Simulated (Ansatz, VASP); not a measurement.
**One calculation of Ba, two programs**

Contents of INCAR:

```
SYSTEM = Ba
  PREC = Accurate
  ENCUT = 600
  EDIFF = 1E-6
  ISMEAR = -1
  SIGMA = 0.1
  LREAL = .False.
  LASPH = .True.
  NELM = 80
  ALGO = Normal
  ISIF = 3
  LWAVE = .False.
  LCHARG = .False.
  GGA = RE
  IBRION = 2
  NSW = 80
  EDIFFG = -0.01
```

Contents of KPOINTS:

```
regular mesh
0
Gamma
  5 5 7
  0 0 0
```

File POSCAR:

```
Ba
1.0
    7.0686539647      0.0000000000      0.0000000000
   -3.5343269823      6.1216339040      0.0000000000
    0.0000000000      0.0000000000      4.3330848804
Ba
3
Direct
    0.0000000000      0.0000000000      0.0000000000
    0.3333333333      0.6666666667      0.5000000000
    0.6666666667      0.3333333333      0.5000000000
```

Input for Ansatz:

```yaml
crystal:
  lattice:
    - [7.0686539647, 0.0, 0.0]
    - [-3.5343269823, 6.121633904, 0.0]
    - [0.0, 0.0, 4.3330848804]
  atoms:
    - { symbol: Ba, position: [0.0, 0.0, 0.0] }
    - { symbol: Ba, position: [0.3333333333, 0.6666666667, 0.5] }
    - { symbol: Ba, position: [0.6666666667, 0.3333333333, 0.5] }
hamiltonian:
  xc: revpbe
  pseudopotentials:
    kind: paw
    azcp:
      Ba: "pseudopotentials/Ba.paw.azcp"
basis:
  ecutwfc: 420
  fft_grid_basis: typed
kpoints:
  mp_grid: { grid: [5, 5, 7], shift: [0, 0, 0] }
magnetization:
  spin_polarized: false
scf:
  occupations: { method: fermi_dirac, width: 0.1 }
relax:
  max_steps: 60
  f_tol: 0.01
  cell: {}
output:
  write_density: true
  write_potential: true
  elf: true
  volumetric_format: npy
```

Alike in both runs: task relaxation of cell and atoms; functional revPBE; k mesh 5 × 5 × 7; occupations fermi-dirac, width 0.1 eV; no spin polarisation.

|  | VASP | Ansatz |
| --- | --- | --- |
| version | VASP 6.6.1 | Ansatz 0.2.0 |
| potentials or method | VASP PAW PBE potentials, release 64 (Ba_sv), cutoff 600 eV | plane waves (420 eV) with PAW, scalar-relativistic |
| valence electrons in the cell | 30 | 30 |

|  | VASP | Ansatz | Ansatz less VASP |
| --- | --- | --- | --- |
| relaxed volume (Å³/atom) | 68.49 | 68.18 | -0.317 |
| relaxed cell length with the largest relative difference (Å) | 4.382 | 4.368 | -0.0144 |

VASP's potentials were made for PBE, not for revPBE.

Neither program's run includes spin-orbit coupling.
